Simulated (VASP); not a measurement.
A run of VASP 6.6.1:

POSCAR

```
BiSb
1.0
    2.1595067688      1.2467918143      3.9155223264
   -2.1595067688      1.2467918143      3.9155223264
    0.0000000000     -2.4935836286      3.9155223265
Sb Bi
1 1
Direct
    0.7680311600      0.7680311600      0.7680311600
    0.2319674900      0.2319674900      0.2319674900
```

The input INCAR.step1:

```
SYSTEM = BiSb
ALGO = Normal
EDIFF = 1E-4
ENCUT = 520
GGA = PE
ISMEAR = 0
LASPH = .TRUE.
LCHARG = .FALSE.
LREAL = .FALSE.
LWAVE = .TRUE.
NBANDS = 17
NELM = 100
PREC = Accurate
SIGMA = 0.03
```

File INCAR.step2:

```
SYSTEM = BiSb
ALGO = Normal
EDIFF = 1E-7
ENCUT = 520
ISIF = 2
ISMEAR = 0
ISTART = 1
LASPH = .TRUE.
LCHARG = .FALSE.
LMIXTAU = .TRUE.
LREAL = .FALSE.
LWAVE = .FALSE.
METAGGA = R2SCAN
NBANDS = 17
NELM = 100
PREC = Accurate
SIGMA = 0.03
```

KPOINTS

```
k-points
0
G
  9 9 9
  0 0 0
```

Potentials or basis: VASP PAW PBE potentials, release 64 (Sb, Bi_d).

Run with:

```console
$ cat potpaw_PBE.64/Sb/POTCAR potpaw_PBE.64/Bi_d/POTCAR > POTCAR
$ cp INCAR.step1 INCAR
$ mpirun -np 1 vasp_std > vasp.out
$ cp INCAR.step2 INCAR
$ mpirun -np 1 vasp_std > vasp.out
```

Hardware: 1 thread of Oxide Virtual Turin-like Processor, with other jobs on the host.

Task: How long does it take, and how much memory?

Result: Wall time 12 min on 1 thread of Oxide Virtual Turin-like Processor (shared host), peak memory 0.25 GiB. Counts: k points 85.
